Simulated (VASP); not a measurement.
Set up this calculation in VASP 6.6.1, as the native input.

| Property | Result |
| --- | --- |
| Task | single point |
| Functional | r2SCAN |
| Potentials or basis | VASP PAW PBE potentials, release 64 (Hf_pv, O) |
| Cutoff | 520 eV |
| k mesh | 8 × 8 × 8 |
| Occupations | gaussian, width 0.01 eV |
| Spin | no spin polarisation |
| Dipole correction | no |
| Further INCAR settings | ALGO = Normal; EDIFF = 1e-06; NBANDS = 18 |

The system is HfO2.

```
CELL_PARAMETERS angstrom
0.00000 2.50363 2.50363
2.50363 0.00000 2.50363
2.50363 2.50363 0.00000
ATOMIC_POSITIONS crystal
Hf 0.00000 0.00000 0.00000
O 0.25000 0.25000 0.25000
O 0.75000 0.75000 0.75000
```

This cell differs from its parent crystal: volume changed by -3%.

The input as run:

POSCAR

```
HfO2
1.0
    0.0000000000      2.5036332746      2.5036332746
    2.5036332746      0.0000000000      2.5036332746
    2.5036332746      2.5036332746      0.0000000000
Hf O
1 2
Direct
    0.0000000000      0.0000000000      0.0000000000
    0.2500000000      0.2500000000      0.2500000000
    0.7500000000      0.7500000000      0.7500000000
```

INCAR.step1

```
  PREC = Accurate
  ENCUT = 520
  ISMEAR = 0
  SIGMA = 0.01
  LREAL = False
  LASPH = True
  NELM = 80
  NBANDS = 18
  GGA = PE
  ALGO = Normal
  EDIFF = 1E-4
  LWAVE = True
  LCHARG = False
```

INCAR.step2

```
  PREC = Accurate
  ENCUT = 520
  EDIFF = 1E-6
  ISMEAR = 0
  SIGMA = 0.01
  LREAL = False
  LASPH = True
  NELM = 80
  ALGO = Normal
  ISIF = 2
  LWAVE = False
  LCHARG = False
  METAGGA = R2SCAN
  LMIXTAU = True
  NBANDS = 18
  ISTART = 1
```

KPOINTS

```
regular mesh
0
Gamma
  8 8 8
```

Potentials or basis: VASP PAW PBE potentials, release 64 (Hf_pv, O).

Run with:

```sh
$ cat potpaw_PBE.64/Hf_pv/POTCAR potpaw_PBE.64/O/POTCAR > POTCAR
$ cp INCAR.step1 INCAR
$ mpirun -np 1 vasp_std > vasp.out
$ cp INCAR.step2 INCAR
$ mpirun -np 1 vasp_std > vasp.out
```

It gave:

```json
{
 "Pressure": "4.5 GPa",
 "Band gap on the k mesh": "4.41 eV, direct"
}
```

Caveat: the PAW data sets were made with another functional, which shifts forces and pressure a little; spin-orbit coupling is left out, which moves the levels of the heavy elements.

Run time: 54 s on 1 thread of Intel(R) Xeon(R) Platinum 8488C (Sapphire Rapids), on a shared host, peak memory 0.17 GiB.
